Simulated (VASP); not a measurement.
# InSe (P-1) in VASP: a series of runs

Runs on InSe. Level: PBE. Tasks: single point.

All numbers are computed with VASP 6.6.1; they aren't measurements. Logs are shortened: lines on timing, memory, paths and dates and some standing lists are left out, and cuts for length are marked.

## (1) The cell of the first run

The typed cell holds 4 atoms: a = 6.102 Å, b = 6.102 Å, c = 5.708 Å, α = 107.13°, β = 107.13°, γ = 39.51°.

## (2) Single point, PBE (atoms displaced along several vibrational modes)

File INCAR:

```
SYSTEM = InSe
ALGO     = Normal         ! electronic algorithm
EDIFF    = 1E-6           ! SCF threshold, eV
ENCUT    = 520            ! plane-wave cutoff, eV
GGA      = PE             ! functional
ISIF     = 2              ! what is computed and relaxed
ISMEAR   = 0              ! smearing method
LASPH    = .TRUE.         ! aspherical terms in the spheres
LCHARG   = .FALSE.        ! write CHGCAR
LREAL    = .FALSE.        ! projectors in reciprocal space
LWAVE    = .FALSE.        ! write WAVECAR
NBANDS   = 27             ! bands
NELM     = 60             ! most SCF steps
PREC     = Accurate       ! precision mode
SIGMA    = 0.05           ! smearing width, eV
```

File KPOINTS:

```
k-points
0
G
  8 8 6
  0 0 0
```

File POSCAR:

```
InSe
1.0
    5.7418854575     -2.0623790766     -0.1306417848
    5.7418854575      2.0623790766     -0.1306417848
   -1.6623467844      0.0000000000      5.4603689881
In Se
2 2
Direct
    0.9038533921      0.8835396030      0.0830843069
    0.0961466079      0.1164603970      0.9169156931
    0.6958051965      0.6566756296      0.6902605594
    0.3041948035      0.3433243704      0.3097394406
```

Potentials or basis: VASP PAW PBE potentials, release 64 (In_d, Se).

The run is started by

```console
$ cat potpaw_PBE.64/In_d/POTCAR potpaw_PBE.64/Se/POTCAR > POTCAR
$ mpirun -np 1 vasp_std > vasp.out
```

OUTCAR:

```text
SYSTEM = InSe
   EDIFF = 1E-6
   ENCUT = 520
   GGA = PE
   ISIF = 2
   ISMEAR = 0
   LASPH = .TRUE.
   LREAL = .FALSE.
   NELM = 60
   PREC = Accurate

 ion  position               nearest neighbor table
   1  0.904  0.884  0.083-   4 2.59   4 2.78   3 2.79   2 2.88   2 3.71   2 3.80
   2  0.096  0.116  0.917-   3 2.59   3 2.78   4 2.79   1 2.88   1 3.71   1 3.80
   3  0.696  0.657  0.690-   2 2.59   2 2.78   1 2.79
   4  0.304  0.343  0.310-   1 2.59   1 2.78   2 2.79

  LATTYP: Found a base centered monoclinic cell.
 ALAT       =    11.4867429471
 B/A-ratio  =     0.3590885747
 C/A-ratio  =     0.4969036053
 COS(beta)  =    -0.3129261517

  Lattice vectors:

 A1 = (   5.7418854575,  -2.0623790766,  -0.1306417848)
 A2 = (   5.7418854575,   2.0623790766,  -0.1306417848)
 A3 = (  -1.6623467844,   0.0000000000,   5.4603689881)

Analysis of symmetry for initial positions (statically):
=====================================================================
 Subroutine PRICEL returns:
 Original cell was already a primitive cell.

 Routine SETGRP: Setting up the symmetry group for a
 base centered monoclinic supercell.

 Subroutine GETGRP returns: Found  2 space group operations
 (whereof  2 operations were pure point group operations)
 out of a pool of  4 trial point group operations.

The static configuration has the point symmetry S_2 .

Analysis of symmetry for dynamics (positions and initial velocities):
=====================================================================
 Subroutine PRICEL returns:
 Original cell was already a primitive cell.

 Routine SETGRP: Setting up the symmetry group for a
 base centered monoclinic supercell.

 Subroutine GETGRP returns: Found  2 space group operations
 (whereof  2 operations were pure point group operations)
 out of a pool of  4 trial point group operations.

The dynamic configuration has the point symmetry S_2 .

 Subroutine INISYM returns: Found  2 space group operations
 (whereof  2 operations are pure point group operations),
 and found     1 'primitive' translations

----------------------------------------------------------------------------------------

                                     Primitive cell

  volume of cell :     128.4270

  direct lattice vectors                    reciprocal lattice vectors
     5.741885457 -2.062379077 -0.130641785     0.087686792 -0.242438456  0.026695239
     5.741885457  2.062379077 -0.130641785     0.087686792  0.242438456  0.026695239
    -1.662346784  0.000000000  5.460368988     0.004195892  0.000000000  0.184415198

  length of vectors
     6.102435853  6.102435853  5.707803984     0.259187219  0.259187219  0.184462925

  position of ions in fractional coordinates (direct lattice)
     0.903853392  0.883539603  0.083084307
     0.096146608  0.116460397  0.916915693
     0.695805196  0.656675630  0.690260559
     0.304194804  0.343324370  0.309739441

  ion indices of the primitive-cell ions
   primitive index   ion index
                 1           1
                 2           2
                 3           3
                 4           4

----------------------------------------------------------------------------------------

 KPOINTS: k-points

Automatic generation of k-mesh.
 Grid dimensions read from file:
 generate k-points for:    8    8    6

 Generating k-lattice:

  Cartesian coordinates                     Fractional coordinates (reciprocal lattice)
     0.010960849 -0.030304807  0.003336905     0.125000000 -0.000000000  0.000000000
     0.010960849  0.030304807  0.003336905    -0.000000000  0.125000000  0.000000000
     0.000699315  0.000000000  0.030735866     0.000000000  0.000000000  0.166666667

  Length of vectors
     0.032398402  0.032398402  0.030743821

  Shift w.r.t. Gamma in fractional coordinates (k-lattice)
     0.000000000  0.000000000  0.000000000

 Subroutine IBZKPT returns following result:
 ===========================================

 Found    196 irreducible k-points:

 Following reciprocal coordinates:
            Coordinates               Weight
  0.000000  0.000000  0.000000      1.000000
  0.125000 -0.000000  0.000000      2.000000
  0.000000 -0.125000 -0.000000      2.000000
  0.250000 -0.000000  0.000000      2.000000
  0.000000 -0.250000 -0.000000      2.000000
  0.375000 -0.000000  0.000000      2.000000
[... 16 lines left out ...]
  0.375000  0.250000  0.000000      2.000000
 -0.250000 -0.375000 -0.000000      2.000000
 [... further k-points ...]
   k-points           NKPTS =    196   k-points in BZ     NKDIM =    196   number of bands    NBANDS=     27
   number of dos      NEDOS =    301   number of ions     NIONS =      4
   total plane-waves  NPLWV =  96768
   dimension x,y,z NGX =    48 NGY =   48 NGZ =   42
   dimension x,y,z NGXF=    96 NGYF=   96 NGZF=   84
   ions per type =               2   2
   NGX,Y,Z   is equivalent  to a cutoff of  13.08, 13.08, 12.23 a.u.
   NGXF,Y,Z  is equivalent  to a cutoff of  26.15, 26.15, 24.47 a.u.
 SYSTEM =  InSe
   PREC   = accura    normal or accurate (medium, high low for compatibility)
   ISTART =      0    job   : 0-new  1-cont  2-samecut
   ICHARG =      2    charge: 1-file 2-atom 10-const
   ISPIN  =      1    spin polarized calculation?
   LNONCOLLINEAR =      F non collinear calculations
   LSORBIT =      F    spin-orbit coupling
   LASPH  =      T    aspherical Exc in radial PAW
   ENCUT  =  520.0 eV  38.22 Ry    6.18 a.u.  11.35 11.35 10.61*2*pi/ulx,y,z
   NELM   =     60;   NELMIN=  2; NELMDL= -5     # of ELM steps
   EDIFF  = 0.1E-05   stopping-criterion for ELM
   LREAL  =      F    real-space projection
   EDIFFG = 0.1E-04   stopping-criterion for IOM
   NSW    =      0    number of steps for IOM
   IBRION =     -1    ionic relax: 0-MD 1-quasi-New 2-CG
   NFREE  =      0    steps in history (QN), initial steepest desc. (CG)
   ISIF   =      2    stress and relaxation
   ISYM   =      2    0-nonsym 1-usesym 2-fastsym
   POTIM  = 0.5000    time-step for ionic-motion
   TEBEG  =    0.0;   TEEND  =   0.0 temperature during run
   PSTRESS=    0.0 pullay stress
   NELECT =      38.0000    total number of electrons
   NUPDOWN=      -1.0000    fix difference up-down
   EMIN   =  10.00;   EMAX   =-10.00  energy-range for DOS
   EFERMI =   0.00;   METHOD = LEGACY
   ISMEAR =     0;   SIGMA  =   0.05  broadening in eV -4-tet -1-fermi 0-gaus
   EFERMI_NEDOS =   21; number of points for ismear=-14 and -15
   IALGO  =     38    algorithm
   IMIX   =      4    mixing-type and parameters
     AMIX     =   0.40;   BMIX     =  1.00
     AMIX_MAG =   1.60;   BMIX_MAG =  1.00
  volume/ion in A,a.u.               =      32.11       216.67
  Fermi-wavevector in a.u.,A,eV,Ry     =   1.090897  2.061497 16.191712  1.190057
  Thomas-Fermi vector in A             =   2.227131
   LORBIT       =      0    0 simple, 1 ext, 2 COOP (PROOUT), +10 PAW based schemes
   GGA     = PE    functional components
   LHFCALC =     F    Hartree Fock is set to
   AEXX    =    0.0000 exact exchange contribution
   IVDW    =     0    specifies the selected vdW correction
   LEPSILON=     F    determine dielectric tensor
   LRPA    =     F    only Hartree local field effects (RPA)
 non-spin polarized calculation
 Gauss-broadening in eV      SIGMA  =   0.05
  energy-cutoff  :      520.00
  volume of cell :      128.43
 maximum number of plane-waves:      3490
 NGX is ok and might be reduce to    48
   NGX = 23   NGY = 23   NGZ = 21

 number of electron      37.9999995 magnetization

 Free energy of the ion-electron system (eV)
  ---------------------------------------------------
  ext. energy  EPLUGINS =         0.00000000
  ---------------------------------------------------
  free energy    TOTEN  =       -13.95312573 eV

  energy without entropy =      -13.95312573  energy(sigma->0) =      -13.95312573

 E-fermi :   3.3163     XC(G=0):  -8.4684

 val. band max:        3.1208446528   @ k =   0.5000   0.5000   0.0000
 cond. band min:       3.9857985827   @ k =  -0.3750  -0.3750   0.1667
 fundamental gap:      0.8649539298
 Fermi energy:         3.3162997735

 k-point     1 :       0.0000    0.0000    0.0000
  band No.  band energies     occupation
      1     -11.4867      2.00000
      2     -11.3645      2.00000
      3     -11.2503      2.00000
      4     -11.2351      2.00000
      5     -11.1867      2.00000
      6     -11.1796      2.00000
[... 19 lines left out ...]
     26       9.2712      0.00000
     27      10.7291      0.00000

 k-point     2 :       0.1250   -0.0000    0.0000
  band No.  band energies     occupation
      1     -11.4892      2.00000
      2     -11.3653      2.00000
      3     -11.2866      2.00000
      4     -11.2201      2.00000
      5     -11.1945      2.00000
      6     -11.1759      2.00000
[... 19 lines left out ...]
     26       9.2776      0.00000
     27      10.6155      0.00000

 k-point     3 :       0.0000   -0.1250   -0.0000
  band No.  band energies     occupation
      1     -11.4831      2.00000
      2     -11.3637      2.00000
      3     -11.3101      2.00000
      4     -11.2197      2.00000
      5     -11.1920      2.00000
      6     -11.1770      2.00000
[... 19 lines left out ...]
     26       9.3110      0.00000
     27      10.6056      0.00000

 k-point     4 :       0.2500   -0.0000    0.0000
  band No.  band energies     occupation
      1     -11.5016      2.00000
      2     -11.3684      2.00000
      3     -11.3410      2.00000
      4     -11.2104      2.00000
      5     -11.2027      2.00000
      6     -11.1704      2.00000
[... 19 lines left out ...]
     26       9.7919      0.00000
     27      10.4345      0.00000

 k-point     5 :       0.0000   -0.2500   -0.0000
  band No.  band energies     occupation
      1     -11.4767      2.00000
      2     -11.4026      2.00000
      3     -11.3526      2.00000
      4     -11.2254      2.00000
      5     -11.1892      2.00000
      6     -11.1723      2.00000
[... 19 lines left out ...]
     26       9.6696      0.00000
     27      10.4612      0.00000

 k-point     6 :       0.3750   -0.0000    0.0000
  band No.  band energies     occupation
      1     -11.5244      2.00000
      2     -11.3811      2.00000
      3     -11.3645      2.00000
      4     -11.2253      2.00000
      5     -11.1955      2.00000
      6     -11.1749      2.00000
[... 444 lines left out ...]
      1     -11.4865      2.00000
      2     -11.3826      2.00000
      3     -11.3584      2.00000
      4     -11.2134      2.00000
      5     -11.1936      2.00000
      6     -11.1675      2.00000
[... 19 lines left out ...]
     26       9.6807      0.00000
     27      10.5317      0.00000

 k-point    22 :       0.2500    0.2500    0.0000
  band No.  band energies     occupation
      1     -11.4804      2.00000
      2     -11.3726      2.00000
      3     -11.2840      2.00000
      4     -11.2392      2.00000
      5     -11.2040      2.00000
      6     -11.1813      2.00000
[... 19 lines left out ...]
     26       9.3556      0.00000
     27      10.5711      0.00000

 k-point    23 :       0.3750    0.2500    0.0000
  band No.  band energies     occupation
      1     -11.4907      2.00000
      2     -11.3774      2.00000
      3     -11.2622      2.00000
      4     -11.2452      2.00000
      5     -11.2296      2.00000
      6     -11.1828      2.00000
[... 19 lines left out ...]
     26       9.2048      0.00000
     27      10.5683      0.00000

 k-point    24 :      -0.2500   -0.3750   -0.0000
  band No.  band energies     occupation
      1     -11.4769      2.00000
      2     -11.3736      2.00000
      3     -11.3225      2.00000
      4     -11.2521      2.00000
      5     -11.1947      2.00000
      6     -11.1845      2.00000
[... 19 lines left out ...]
     26       9.3189      0.00000
     27      10.6251      0.00000

 [... further k-points ...]
[... 5 lines left out ...]
  --------------------------------------------------------------------------------------
  -------------------------------------------------------------------------------------
  Total       -0.7975033     -0.0783978     -0.0535566      1.1437350     -1.5525258      0.0711050
  in kB       -9.9491676     -0.9780432     -0.6681394     14.2685448    -19.3683716      0.8870623
  external PRESSURE =      -3.8651168 kB  Pullay stress =       0.0000000 kB

 VOLUME and BASIS-vectors are now :
 -----------------------------------------------------------------------------
  energy-cutoff  :      520.00
  volume of cell :      128.43
      direct lattice vectors                 reciprocal lattice vectors
     5.741885457 -2.062379077 -0.130641785     0.087686792 -0.242438456  0.026695239
     5.741885457  2.062379077 -0.130641785     0.087686792  0.242438456  0.026695239
    -1.662346784  0.000000000  5.460368988     0.004195892  0.000000000  0.184415198

 POSITION                                       TOTAL-FORCE (eV/Angst)
 -----------------------------------------------------------------------------------
     10.12489     -0.04189      0.22016         0.083714      0.482072     -0.360002
     -0.30347      0.04189      4.97892        -0.083714     -0.482072      0.360002
      6.61834     -0.08070      3.59239        -0.083200      0.624640     -0.048681
      3.20309      0.08070      1.60670         0.083200     -0.624640      0.048681
 -----------------------------------------------------------------------------------
    total drift:                                0.000000      0.000000     -0.000000

  FREE ENERGIE OF THE ION-ELECTRON SYSTEM (eV)
  ---------------------------------------------------
  free  energy   TOTEN  =       -13.9531257263 eV

  energy  without entropy=      -13.9531257263  energy(sigma->0) =      -13.95312573
```

It took 11 min on 1 thread of Intel Xeon 6975P-C (Granite Rapids), shared host; peak memory 0.72 GiB.

What came out:

```yaml
Free_energy: -13.9531 eV
Pressure: -0.4 GPa
Largest_force: 0.632 eV/Å
Band_gap_on_the_k_mesh: 0.86 eV (least direct gap 1.01 eV)
```

Forces in eV/Å, atoms in the order of the input:
```
In   0.084  0.482 -0.360
In  -0.084 -0.482  0.360
Se  -0.083  0.625 -0.049
Se   0.083 -0.625  0.049
```

Caveat: the cell differs from its parent crystal (atoms displaced along several vibrational modes); spin-orbit coupling is left out, which moves the levels of the heavy elements. A k mesh can miss the band edges.

## (3) Single point, PBE (atoms displaced along several vibrational modes)

File INCAR:

```
  ALGO = Normal
  EDIFF = 1E-6
  ENCUT = 520
  GGA = PE
  ISIF = 2
  ISMEAR = 0
  LASPH = T
  LCHARG = F
  LREAL = F
  LWAVE = F
  NBANDS = 27
  NELM = 100
  PREC = Accurate
  SIGMA = 0.05
```

File KPOINTS:

```
k-points
0
Gamma
  8 8 6
```

File POSCAR:

```
InSe
1.0
    5.7418854575     -2.0623790766     -0.1306417848
    5.7418854575      2.0623790766     -0.1306417848
   -1.6623467844      0.0000000000      5.4603689881
In Se
2 2
Direct
    0.8891094152      0.8789651067      0.0334494710
    0.1108905848      0.1210348933      0.9665505290
    0.6694921003      0.6499515607      0.6985033474
    0.3305078997      0.3500484393      0.3014966526
```

Potentials or basis: VASP PAW PBE potentials, release 64 (In_d, Se).

The run is started by

```console
$ cat potpaw_PBE.64/In_d/POTCAR potpaw_PBE.64/Se/POTCAR > POTCAR
$ mpirun -np 1 vasp_std > vasp.out
```

It took 6.7 min on 1 thread of Intel Xeon 6975P-C (Granite Rapids), shared host; peak memory 0.72 GiB.

The run converged. Its results:

```yaml
Free_energy: -14.0446 eV
Pressure: 0.4 GPa
Largest_force: 0.299 eV/Å
Band_gap_on_the_k_mesh: 1.10 eV (least direct gap 1.23 eV)
```

Forces in eV/Å, atoms in the order of the input:
```
In   0.061  0.208  0.139
In  -0.061 -0.208 -0.139
Se   0.099  0.279 -0.046
Se  -0.099 -0.279  0.046
```

Stress tensor (GPa, compression positive):
```
 0.69  0.55 -0.21
 0.55  0.42 -1.02
-0.21 -1.02  0.20
```

Levels at points of the mesh, in eV from the valence-band top:
```
           k point  band 16  band 17  band 18  band 19  band 20  band 21  band 22  band 23
(0.00, 0.00, 0.00)    -1.97    -1.84    -1.16    -1.12     2.19     2.28     3.34     4.53
(0.50, 0.00, 0.00)    -2.40    -2.08    -1.82    -1.30     1.68     2.25     3.68     3.71
(0.00, 0.50, 0.00)    -2.38    -2.12    -1.72    -1.14     1.57     2.20     3.63     3.84
(0.50, 0.50, 0.00)    -2.16    -1.60    -0.85     0.00     1.55     2.62     3.82     3.88
(0.00, 0.00, 0.50)    -1.84    -1.61    -1.06    -0.78     1.14     1.78     3.45     4.05
(0.50, 0.00, 0.50)    -2.88    -2.29    -1.86    -1.20     2.32     3.07     3.83     4.40
(0.00, 0.50, 0.50)    -2.74    -2.19    -2.06    -1.17     2.27     3.04     4.00     4.32
(0.50, 0.50, 0.50)    -1.83    -1.20    -0.95    -0.28     1.93     2.80     3.37     4.84
```

Caveat: the cell differs from its parent crystal (atoms displaced along several vibrational modes); spin-orbit coupling is left out, which moves the levels of the heavy elements. A k mesh can miss the band edges.
